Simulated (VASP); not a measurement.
Input of a VASP 6.6.1 run:

File INCAR:

```
SYSTEM = CdHgS2
PREC = Accurate ; ENCUT = 520
EDIFF = 1E-7 ; ISMEAR = 0
SIGMA = 0.01 ; LREAL = .FALSE.
LASPH = .TRUE. ; NELM = 80
ALGO = Normal ; ISIF = 2
LWAVE = .FALSE. ; LCHARG = .FALSE.
GGA = PE ; NBANDS = 46
```

Contents of KPOINTS:

```
Automatic mesh
0
G
  6 6 6
  0 0 0
```

Contents of POSCAR:

```
CdHgS2
1.0
   -2.9493994767      2.9493994767      5.9123266544
    2.9493994767     -2.9493994767      5.9123266544
    2.9493994767      2.9493994767     -5.9123266544
Cd S Hg
2 4 2
Direct
    0.0000000000      0.0000000000      0.0000000000
    0.7500000000      0.2500000000      0.5000000000
    0.3750000000      0.3714437455      0.4964437455
    0.1214437455      0.6250000000     -0.0035562545
    0.8750000000      0.8785562545      0.5035562545
    0.6285562545      0.1250000000      0.0035562545
    0.5000000000      0.5000000000      0.0000000000
    0.2500000000      0.7500000000      0.5000000000
```

Potentials or basis: VASP PAW PBE potentials, release 64 (Cd, S, Hg).

Run with:

```sh
$ cat potpaw_PBE.64/Cd/POTCAR potpaw_PBE.64/S/POTCAR potpaw_PBE.64/Hg/POTCAR > POTCAR
$ mpirun -np 1 vasp_std > vasp.out
```

Q: What does it give for the band gap on the k mesh?

A: 0.29 eV.

Q: Predict the pressure.

A: 1.8 GPa.

Q: Predict the largest force.

A: 0.012 eV/Å.

Forces in eV/Å, atoms in the order of the input:
```
Cd   0.000  0.000  0.000
Cd   0.000  0.000  0.000
S   -0.012  0.000  0.000
S    0.000 -0.012  0.000
S    0.012  0.000  0.000
S    0.000  0.012  0.000
Hg   0.000  0.000  0.000
Hg   0.000  0.000  0.000
```

Caveat: spin-orbit coupling is left out, which moves the levels of the heavy elements.
